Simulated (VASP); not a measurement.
# CsCl (Pm-3m) in VASP: elastic constants with PBEsol

Aim: the elastic constants of CsCl with PBEsol.

Everything below comes from runs of VASP 6.6.1. Logs are shortened: lines on timing, memory, paths and dates and some standing lists are left out, and cuts for length are marked.

### Step 1. The cell of the first run

It takes space group Pm-3m (No. 221, cubic). The conventional cell has a = 4.065 Å, b = 4.065 Å, c = 4.065 Å, α = 90.00°, β = 90.00°, γ = 90.00°. Within 4.6 Å of Cs (site symmetry m-3m) lie 8 Cl at 3.52 Å and 6 Cs at 4.07 Å. Within 4.6 Å of Cl (site symmetry m-3m) lie 8 Cs at 3.52 Å and 6 Cl at 4.07 Å.

### Step 2. Elastic constants, PBEsol

File INCAR:

```
PREC     = Accurate       # precision mode
ENCUT    = 500            # plane-wave cutoff, eV
EDIFF    = 1E-8           # SCF threshold, eV
ISMEAR   = 0              # smearing method
SIGMA    = 0.01           # smearing width, eV
LREAL    = False          # projectors in reciprocal space
LASPH    = True           # aspherical terms in the spheres
NELM     = 120            # most SCF steps
ALGO     = Normal         # electronic algorithm
ISIF     = 3              # what is computed and relaxed
LWAVE    = False          # write WAVECAR
LCHARG   = False          # write CHGCAR
GGA      = PS             # functional
NBANDS   = 15             # bands
IBRION   = 6              # ionic algorithm
NFREE    = 2            
POTIM    = 0.015          # step
NSW      = 1              # ionic steps
GGA_COMPAT= False
```

File KPOINTS:

```
regular mesh
0
Gamma
  6 6 6
```

File POSCAR:

```
CsCl
1.0
    4.0653445471      0.0000000000      0.0000000000
    0.0000000000      4.0653445471      0.0000000000
    0.0000000000      0.0000000000      4.0653445471
Cs Cl
1 1
Direct
    0.0000000000      0.0000000000      0.0000000000
    0.5000000000      0.5000000000      0.5000000000
```

Potentials or basis: VASP PAW PBE potentials, release 64 (Cs_sv, Cl).

Launch:

```console
$ cat potpaw_PBE.64/Cs_sv/POTCAR potpaw_PBE.64/Cl/POTCAR > POTCAR
$ mpirun -np 1 vasp_std > vasp.out
```

OUTCAR:

```text
PREC = Accurate
   ENCUT = 500
   EDIFF = 1E-8
   ISMEAR = 0
   LREAL = False
   LASPH = True
   NELM = 120
   ISIF = 3
   GGA = PS
   IBRION = 6
   NFREE = 2
   POTIM = 0.015
   NSW = 1

 ion  position               nearest neighbor table
   1  0.000  0.000  0.000-
   2  0.500  0.500  0.500-

  LATTYP: Found a simple cubic cell.
 ALAT       =     4.0653445471

  Lattice vectors:

 A1 = (   4.0653445471,   0.0000000000,   0.0000000000)
 A2 = (   0.0000000000,   4.0653445471,   0.0000000000)
 A3 = (   0.0000000000,   0.0000000000,   4.0653445471)

Analysis of symmetry for initial positions (statically):
=====================================================================
 Subroutine PRICEL returns:
 Original cell was already a primitive cell.

 Routine SETGRP: Setting up the symmetry group for a
 simple cubic supercell.

 Subroutine GETGRP returns: Found 48 space group operations
 (whereof 48 operations were pure point group operations)
 out of a pool of 48 trial point group operations.

The static configuration has the point symmetry O_h .

Analysis of symmetry for dynamics (positions and initial velocities):
=====================================================================
 Subroutine PRICEL returns:
 Original cell was already a primitive cell.

 Routine SETGRP: Setting up the symmetry group for a
 simple cubic supercell.

 Subroutine GETGRP returns: Found 48 space group operations
 (whereof 48 operations were pure point group operations)
 out of a pool of 48 trial point group operations.

The dynamic configuration has the point symmetry O_h .

 Subroutine INISYM returns: Found 48 space group operations
 (whereof 48 operations are pure point group operations),
 and found     1 'primitive' translations

----------------------------------------------------------------------------------------

                                     Primitive cell

  volume of cell :      67.1881

  direct lattice vectors                    reciprocal lattice vectors
     4.065344547  0.000000000  0.000000000     0.245981611  0.000000000  0.000000000
     0.000000000  4.065344547  0.000000000     0.000000000  0.245981611  0.000000000
     0.000000000  0.000000000  4.065344547     0.000000000  0.000000000  0.245981611

  length of vectors
     4.065344547  4.065344547  4.065344547     0.245981611  0.245981611  0.245981611

  position of ions in fractional coordinates (direct lattice)
     0.000000000  0.000000000  0.000000000
     0.500000000  0.500000000  0.500000000

  ion indices of the primitive-cell ions
   primitive index   ion index
                 1           1
                 2           2

----------------------------------------------------------------------------------------

 KPOINTS: regular mesh

Automatic generation of k-mesh.
 Grid dimensions read from file:
 generate k-points for:    6    6    6

 Generating k-lattice:

  Cartesian coordinates                     Fractional coordinates (reciprocal lattice)
     0.040996935  0.000000000  0.000000000     0.166666667  0.000000000  0.000000000
     0.000000000  0.040996935  0.000000000     0.000000000  0.166666667  0.000000000
     0.000000000  0.000000000  0.040996935     0.000000000  0.000000000  0.166666667

  Length of vectors
     0.040996935  0.040996935  0.040996935

  Shift w.r.t. Gamma in fractional coordinates (k-lattice)
     0.000000000  0.000000000  0.000000000

 Subroutine IBZKPT returns following result:
[... 214 lines left out ...]
      6      -0.1103      2.00000
      7      -0.1103      2.00000
      8      -0.0630      2.00000
      9       5.0756      0.00000
     10       5.1030      0.00000
     11       5.2232      0.00000
     12      10.0006      0.00000
     13      10.1524      0.00000
     14      10.1524      0.00000
[... 401 lines left out ...]
      2     -12.3723      2.00000
      3      -6.4797      2.00000
      4      -5.9692      2.00000
      5      -5.6411      2.00000
      6      -1.1707      2.00000
      7      -0.4278      2.00000
      8      -0.3795      2.00000
      9       6.4267      0.00000
     10       7.5090      0.00000
     11       7.8660      0.00000
     12       9.0444      0.00000
     13       9.4960      0.00000
     14       9.7049      0.00000
     15      11.1137      0.00000

 [... further k-points ...]

[... ionic steps 4 to 14 ...]

--------------------------------------- Ionic step       15  -------------------------------------------

 number of electron      16.0000007 magnetization

------------------------ aborting loop because EDIFF is reached ----------------------------------------
[... 67 lines left out ...]
--------------------------------------- Ionic step       17  -------------------------------------------

 number of electron      16.0000007 magnetization

 Free energy of the ion-electron system (eV)
  ---------------------------------------------------
  ext. energy  EPLUGINS =         0.00000000
  ---------------------------------------------------
  free energy    TOTEN  =        -6.84482207 eV

  energy without entropy =       -6.84482207  energy(sigma->0) =       -6.84482207

 E-fermi :  -0.0381     XC(G=0):  -8.6739

 val. band max:       -0.1820189830   @ k =   0.0000   0.0000   0.0000
 cond. band min:       5.0294045455   @ k =   0.0000   0.0000   0.0000
 fundamental gap:      5.2114235285
 Fermi energy:        -0.0380528725

 k-point     1 :       0.0000    0.0000    0.0000
  band No.  band energies     occupation
      1     -19.5053      2.00000
      2     -12.3990      2.00000
      3      -5.9443      2.00000
      4      -5.9443      2.00000
      5      -5.9442      2.00000
      6      -0.1822      2.00000
      7      -0.1820      2.00000
      8      -0.1820      2.00000
      9       5.0294      0.00000
     10       5.0300      0.00000
     11       5.0562      0.00000
     12       9.9632      0.00000
     13       9.9637      0.00000
     14       9.9637      0.00000
[... 401 lines left out ...]
      2     -12.4152      2.00000
      3      -6.1912      2.00000
      4      -6.0045      2.00000
      5      -5.8651      2.00000
      6      -0.7526      2.00000
      7      -0.3311      2.00000
      8      -0.2904      2.00000
      9       5.6100      0.00000
     10       6.1510      0.00000
     11       6.1797      0.00000
     12       9.1840      0.00000
     13       9.3262      0.00000
     14      10.4040      0.00000
     15      12.0012      0.00000

 [... further k-points ...]

------------------------ aborting loop because EDIFF is reached ----------------------------------------

  FORCE on cell =-STRESS in cart. coord.  units (eV):
  Direction    XX          YY          ZZ          XY          YZ          ZX
  --------------------------------------------------------------------------------------
  -------------------------------------------------------------------------------------
  Total        0.0365812      0.0369381      0.0369381      0.0000000      0.0000000      0.0000000
  in kB        0.8723218      0.8808330      0.8808330      0.0000000      0.0000000      0.0000000
  external PRESSURE =       0.8779960 kB  Pullay stress =       0.0000000 kB
[... 17 lines left out ...]
  FREE ENERGIE OF THE ION-ELECTRON SYSTEM (eV)
  ---------------------------------------------------
  free  energy   TOTEN  =        -6.8448220673 eV

  energy  without entropy=       -6.8448220673  energy(sigma->0) =       -6.84482207

 INTERNAL STRAIN TENSORS FROM STRAINED CELLS
 ============================================

 INTERNAL STRAIN TENSOR FOR ION    1 for displacements in x,y,z  (eV/Angst):
          X           Y           Z          XY          YZ          ZX
  --------------------------------------------------------------------------------
  x     0.00000     0.00000     0.00000     0.00000     0.00000    -0.00000
  y     0.00000     0.00000     0.00000     0.00000     0.00000     0.00000
  z     0.00000     0.00000     0.00000     0.00000     0.00000     0.00000

 INTERNAL STRAIN TENSORS FROM DISPLACED ATOMS
 ============================================

 INTERNAL STRAIN TENSOR FOR ION    1 for displacements in x,y,z  (eV/Angst):
          X           Y           Z          XY          YZ          ZX
  --------------------------------------------------------------------------------
  x     0.00000     0.00000     0.00000     0.00000     0.00000     0.00000
  y     0.00000     0.00000     0.00000     0.00000     0.00000     0.00000
  z     0.00000     0.00000     0.00000     0.00000     0.00000     0.00000

 INTERNAL STRAIN TENSOR FOR ION    2 for displacements in x,y,z  (eV/Angst):
          X           Y           Z          XY          YZ          ZX
  --------------------------------------------------------------------------------
  x     0.00000     0.00000     0.00000     0.00000     0.00000     0.00000
  y     0.00000     0.00000     0.00000     0.00000     0.00000     0.00000
  z     0.00000     0.00000     0.00000     0.00000     0.00000     0.00000

 Eigenvectors and eigenvalues of the dynamical matrix
 ----------------------------------------------------

   1 f  =    2.855586 THz    17.942173 2PiTHz   95.252080 cm-1    11.809747 meV
             X         Y         Z           dx          dy          dz
      0.000000  0.000000  0.000000    -0.000000   -0.000000   -0.460090
      2.032672  2.032672  2.032672     0.000000    0.000000    0.887872
[... 21 lines left out ...]
   6 f/i=    0.003832 THz     0.024079 2PiTHz    0.127832 cm-1     0.015849 meV
             X         Y         Z           dx          dy          dz
      0.000000  0.000000  0.000000     0.088330   -0.859229    0.205524
      2.032672  2.032672  2.032672     0.045772   -0.445247    0.106501

--------------------------------------------------------------------------------------------------------

 ELASTIC MODULI CONTR FROM IONIC RELAXATION (kBar)
 Direction    XX          YY          ZZ          XY          YZ          ZX
 --------------------------------------------------------------------------------
 XX           0.0000      0.0000      0.0000      0.0000      0.0000      0.0000
 YY           0.0000      0.0000      0.0000      0.0000      0.0000      0.0000
 ZZ           0.0000      0.0000      0.0000      0.0000      0.0000      0.0000
 XY           0.0000      0.0000      0.0000      0.0000      0.0000      0.0000
 YZ           0.0000      0.0000      0.0000      0.0000      0.0000      0.0000
 ZX           0.0000      0.0000      0.0000      0.0000      0.0000      0.0000
 --------------------------------------------------------------------------------

 TOTAL ELASTIC MODULI (kBar)
 Direction    XX          YY          ZZ          XY          YZ          ZX
 --------------------------------------------------------------------------------
 XX         384.3257     94.9157     94.9157      0.0000     -0.0000     -0.0000
 YY          94.9157    384.3257     94.9157     -0.0000      0.0000      0.0000
 ZZ          94.9157     94.9157    384.3257     -0.0000      0.0000     -0.0000
 XY           0.0000     -0.0000     -0.0000     95.3955      0.0000      0.0000
 YZ          -0.0000      0.0000      0.0000      0.0000     95.3955      0.0000
 ZX          -0.0000      0.0000     -0.0000      0.0000      0.0000     95.3955
 --------------------------------------------------------------------------------
```

It took 10 min on 1 thread of Intel Xeon Platinum 8259CL at 2.50GHz (Skylake/Cascade Lake), shared host; peak memory 0.26 GiB.

What came out:

```yaml
Elastic_constants_C11_C12_C44: 38, 9, 10 GPa
Voigt_bulk_modulus: 19 GPa
Highest_phonon_frequency_at_Γ_LO-TO_splitting_left_out: 95 cm⁻¹
```

Phonon frequencies in cm⁻¹ (negative: imaginary):
```csv
q point,frequencies
"(0.000, 0.000, 0.000)",0 0 0 95 95 95
```

Elastic tensor in Voigt notation (GPa, in the Cartesian axes of the cell as first typed):
```
38  9  9  0  0  0
 9 38  9  0  0  0
 9  9 38  0  0  0
 0  0  0 10  0  0
 0  0  0  0 10  0
 0  0  0  0  0 10
```

Clamped-ion elastic tensor (GPa):
```
38  9  9  0  0  0
 9 38  9  0  0  0
 9  9 38  0  0  0
 0  0  0 10  0  0
 0  0  0  0 10  0
 0  0  0  0  0 10
```

Caveat: the PAW data sets were made with another functional, which shifts forces and pressure a little; spin-orbit coupling is left out, which moves the levels of the heavy elements.
